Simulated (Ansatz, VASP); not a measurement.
Two plane-wave programs on CdS

```
Cd S
1.0
     0.00000    2.77148    2.77148
     2.77148    0.00000    2.77148
     2.77148    2.77148    0.00000
Cd S
1 1
Direct
  0.00000 0.00000 0.00000
  0.50000 0.50000 0.50000
```

Alike in both runs: task single point; functional r2SCAN; k mesh 8 × 8 × 8; occupations fermi-dirac, width 0.05 eV; no spin polarisation.

|  | VASP | Ansatz |
| --- | --- | --- |
| version | VASP 6.6.1 | Ansatz 0.2.0 |
| potentials or method | VASP PAW PBE potentials, release 64 (Cd, S) | Ansatz PAW |
| plane-wave cutoff (eV) | 520 | 500 |
| valence electrons in the cell | 18 | 26 |

|  | VASP | Ansatz | Ansatz less VASP |
| --- | --- | --- | --- |
| gap on the k mesh at the Fermi level (eV) | 0.73 | 0.75 | +0.017 |
| least direct gap on the mesh (eV) | 2.01 | 2.04 | +0.031 |
| pressure (GPa) | -3.2 | -3.6 | -0.38 |

VASP's potentials were made for PBE, not for r2SCAN. The functional is the same, so the differences come from potentials, cutoffs and numerics. VASP's potentials hold 18 valence electrons a cell and Ansatz's 26, so a difference there can come from the potentials and not from the codes.
